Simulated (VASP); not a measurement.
Input of a VASP 6.6.1 run:

File POSCAR:

```
SrLi2SnS4
1.0
   -3.3421917999      3.3421917999      4.0143640820
    3.3421917999     -3.3421917999      4.0143640820
    3.3421917999      3.3421917999     -4.0143640820
Li Sr Sn S
2 1 1 4
Direct
    0.2500000000      0.7500000000      0.5000000000
    0.7500000000      0.2500000000      0.5000000000
    0.5000000000      0.5000000000      0.0000000000
    0.0000000000      0.0000000000      0.0000000000
    0.0368209321      0.0368209321      0.4152325976
    0.9631790679      0.3784116655      0.0000000000
    0.6215883345      0.6215883345      0.5847674024
    0.3784116655      0.9631790679      0.0000000000
```

The input INCAR.step1:

```
SYSTEM = SrLi2SnS4
  ALGO = Normal
  EDIFF = 1E-4
  ENCUT = 520
  GGA = PE
  ISMEAR = 0
  LASPH = .TRUE.
  LCHARG = .FALSE.
  LREAL = .FALSE.
  LWAVE = .TRUE.
  NBANDS = 37
  NELM = 80
  PREC = Accurate
  SIGMA = 0.01
```

File INCAR.step2:

```
SYSTEM = SrLi2SnS4
  ALGO = Normal
  EDIFF = 1E-6
  ENCUT = 520
  ISIF = 2
  ISMEAR = 0
  ISTART = 1
  LASPH = .TRUE.
  LCHARG = .FALSE.
  LMIXTAU = .TRUE.
  LREAL = .FALSE.
  LWAVE = .FALSE.
  METAGGA = R2SCAN
  NBANDS = 37
  NELM = 80
  PREC = Accurate
  SIGMA = 0.01
```

KPOINTS

```
k-points
0
G
  6 6 6
  0 0 0
```

Potentials or basis: VASP PAW PBE potentials, release 64 (Li_sv, Sr_sv, Sn_d, S).

The run is started by

```console
$ cat potpaw_PBE.64/Li_sv/POTCAR potpaw_PBE.64/Sr_sv/POTCAR potpaw_PBE.64/Sn_d/POTCAR potpaw_PBE.64/S/POTCAR > POTCAR
$ cp INCAR.step1 INCAR
$ mpirun -np 1 vasp_std > vasp.out
$ cp INCAR.step2 INCAR
$ mpirun -np 1 vasp_std > vasp.out
```

**Question.** What does it give for the band gap on the k mesh?

**Answer.** 2.99 eV.

**Question.** Predict the largest force.

**Answer.** 0.017 eV/Å.

Forces on the atoms (eV/Å):
```
Li   0.000  0.000  0.000
Li   0.000  0.000  0.000
Sr   0.000  0.000  0.000
Sn   0.000  0.000  0.000
S   -0.012 -0.012  0.002
S   -0.012  0.012 -0.002
S    0.012  0.012  0.002
S    0.012 -0.012 -0.002
```

Caveat: the PAW data sets were made with another functional, which shifts forces and pressure a little; spin-orbit coupling is left out, which moves the levels of the heavy elements. A k mesh can miss the band edges.
